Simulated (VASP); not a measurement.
Wanted: the native input for a VASP 6.6.1 run.

| Property | Result |
| --- | --- |
| Task | single point |
| Functional | PBE |
| Potentials or basis | VASP PAW PBE potentials, release 64 (W_sv, C) |
| Cutoff | 520 eV |
| k mesh | 9 × 9 × 1 |
| Occupations | gaussian, width 0.1 eV |
| Spin | no spin polarisation |
| Dipole correction | yes |
| Further INCAR settings | ALGO = Normal; EDIFF = 1e-06; NBANDS = 31 |

The structure of W3C lies in POSCAR:

```
W3C
1.0
    2.8545944806      0.0000000000      0.0000000000
   -1.4272972403      2.4721513377      0.0000000000
    0.0000000000      0.0000000000     20.1971108355
W C
3 1
Direct
    0.6666666667      0.3333333333      0.1980481284
    0.3333333333      0.6666666667      0.3143337982
    0.0000000000      0.0000000000      0.4306116309
    0.6666666667      0.3333333333      0.4851458540
```

These files were run (other wordings do the same):

INCAR

```
PREC = Accurate
ENCUT = 520
EDIFF = 1E-6
ISMEAR = 0
SIGMA = 0.1
LREAL = False
LASPH = True
NELM = 100
ALGO = Normal
ISIF = 2
LWAVE = False
LCHARG = False
LDIPOL = True
IDIPOL = 3
DIPOL = 0.5 0.5 0.357
GGA = PE
NBANDS = 31
```

KPOINTS

```
regular mesh
0
Gamma
  9 9 1
```

Potentials or basis: VASP PAW PBE potentials, release 64 (W_sv, C).

The run is started by

```console
$ cat potpaw_PBE.64/W_sv/POTCAR potpaw_PBE.64/C/POTCAR > POTCAR
$ mpirun -np 1 vasp_std > vasp.out
```

Results of the run:

* Largest force: 0.589 eV/Å
* Band gap on the k mesh: zero (bands 23 and 24 overlap by 1.06 eV)

Caveat: spin-orbit coupling is left out, which moves the levels of the heavy elements.

It took 3.3 min on 1 thread of Intel Xeon 8259CL, with other jobs on the host, peak memory 0.29 GiB.
